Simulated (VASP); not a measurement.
# ZrB6: single point with PBE

ZrB6:

```
Zr B
1.0
     4.05178    0.00000    0.00000
     0.00000    4.05178    0.00000
     0.00000    0.00000    4.05178
Zr B
1 6
Direct
  0.00000 0.00000 0.00000
  0.50000 0.50000 0.19746
  0.50000 0.50000 0.80254
  0.19746 0.50000 0.50000
  0.80254 0.50000 0.50000
  0.50000 0.19746 0.50000
  0.50000 0.80254 0.50000
```

```json
{"Program": "VASP 6.6.1", "Task": "single point", "Functional": "PBE", "Potentials or basis": "VASP PAW PBE potentials, release 64 (Zr_sv, B)", "Cutoff": "520 eV", "k mesh": "10 × 10 × 10", "Occupations": "gaussian, width 0.1 eV", "Spin": "no spin polarisation", "Dipole correction": "no", "Further INCAR settings": "ALGO = Normal; EDIFF = 1e-07; NBANDS = 24"}
```

```yaml
Pressure: 0.0 GPa
Largest_force: 0.018 eV/Å
Band_gap_on_the_k_mesh: zero (band 15 reaches 9.25 eV, above the bottom of band 16 at 7.67 eV)
```

Forces on the atoms (eV/Å):
```
Zr   0.000  0.000  0.000
B    0.000  0.000 -0.018
B    0.000  0.000  0.018
B   -0.018  0.000  0.000
B    0.018  0.000  0.000
B    0.000 -0.018  0.000
B    0.000  0.018  0.000
```

Levels at points of the mesh, in eV from the Fermi level:
| k point | band 13 | band 14 | band 15 | band 16 | band 17 | band 18 |
| --- | --- | --- | --- | --- | --- | --- |
| (0.00, 0.00, 0.00) | -2.33 | -2.33 | -0.17 | -0.17 | 1.03 | 1.03 |
| (0.50, 0.00, 0.00) | -3.59 | -3.24 | -1.38 | -0.01 | 0.18 | 0.18 |
| (0.50, 0.50, 0.00) | -3.16 | -3.16 | 0.36 | 0.65 | 1.14 | 1.33 |
| (0.50, 0.50, 0.50) | -2.70 | -2.70 | 0.93 | 0.93 | 1.43 | 1.43 |

Run time: 2.2 min on 1 thread of AMD EPYC 7R13 Processor (Zen 3) (shared host), peak memory 0.18 GiB.
